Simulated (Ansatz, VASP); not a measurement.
## AlN in VASP and in Ansatz

The input INCAR:

```
PREC = Accurate ; ENCUT = 600
EDIFF = 1E-6 ; ISMEAR = 0
SIGMA = 0.01 ; LREAL = False
LASPH = True ; NELM = 120
ALGO = Normal ; ISIF = 2
LWAVE = False ; LCHARG = False
GGA = CA ; NBANDS = 16
GGA_COMPAT = False
```

KPOINTS

```
Automatic mesh
0
Gamma
  8 8 4
```

The input POSCAR:

```
AlN
1.0
    3.1130000000      0.0000000000      0.0000000000
   -1.5565000000      2.6959370820      0.0000000000
    0.0000000000      0.0000000000      4.9810000000
Al N
2 2
Direct
    0.3333333333      0.6666666667      0.0000000000
    0.6666666667      0.3333333333      0.5000000000
    0.3333333333      0.6666666667      0.3800000000
    0.6666666667      0.3333333333      0.8800000000
```

Input for Ansatz:

```yaml
crystal:
  lattice:
    - [3.11300000001, 0.0, 0.0]
    - [-1.5565, 2.69593708199, 0.0]
    - [0.0, 0.0, 4.981]
  atoms:
    - { symbol: Al, position: [0.333333333333, 0.666666666667, 0.0] }
    - { symbol: Al, position: [0.666666666667, 0.333333333333, 0.5] }
    - { symbol: "N", position: [0.333333333333, 0.666666666667, 0.38] }
    - { symbol: "N", position: [0.666666666667, 0.333333333333, 0.88] }
kpoints:
  mp_grid: { grid: [8, 8, 4] }
scf:
  occupations: { method: fixed }
hamiltonian:
  xc: lda
  pseudopotentials: { kind: all_electron, lapw: { basis_error: 0.001 } }
output:
  forces: true
  stress: true
  eigenvalues: true
  eigenstates:
    nscf_kmesh: { grid: [10, 10, 6] }
    de_dk: true
    e_range: [-9, 14.23626]
  optics:
    e_range: [0, 20]
    de: 0.2
    sigma: 0.15
    bands: { spectra_wanted_up_to: 20 }
    nscf_kmesh: { grid: [10, 10, 6] }
checkpoint:
  write: ck
  write_wavefunctions: false
```

Alike in both runs: task single point; functional LDA; k mesh 8 × 8 × 4; no spin polarisation.

|  | VASP | Ansatz |
| --- | --- | --- |
| version | VASP 6.6.1 | Ansatz 0.2.0 |
| potentials or method | VASP PAW LDA potentials, release 64 (Al, N), cutoff 600 eV | all-electron LAPW, scalar-relativistic |
| occupations | gaussian, width 0.01 eV | fixed |

|  | VASP | Ansatz | Ansatz less VASP |
| --- | --- | --- | --- |
| gap on the k mesh at the Fermi level (eV) | 4.25 | 4.24 | -0.006 |
| pressure (GPa) | -4.2 | -4.6 | -0.43 |
| traceless stress, the component that is largest in VASP (GPa) | 1.14 | 1.12 | -0.015 |
| rms of the force components (eV/Å) | 0.069 | 0.067 | -0.0016 |

LDA's correlation is that of Perdew and Zunger in VASP and of Perdew and Wang (1992) in Ansatz. Atom by atom the forces differ by 0.002 eV/Å (rms over components). Ansatz ran all-electron here, and VASP with PAW potentials.
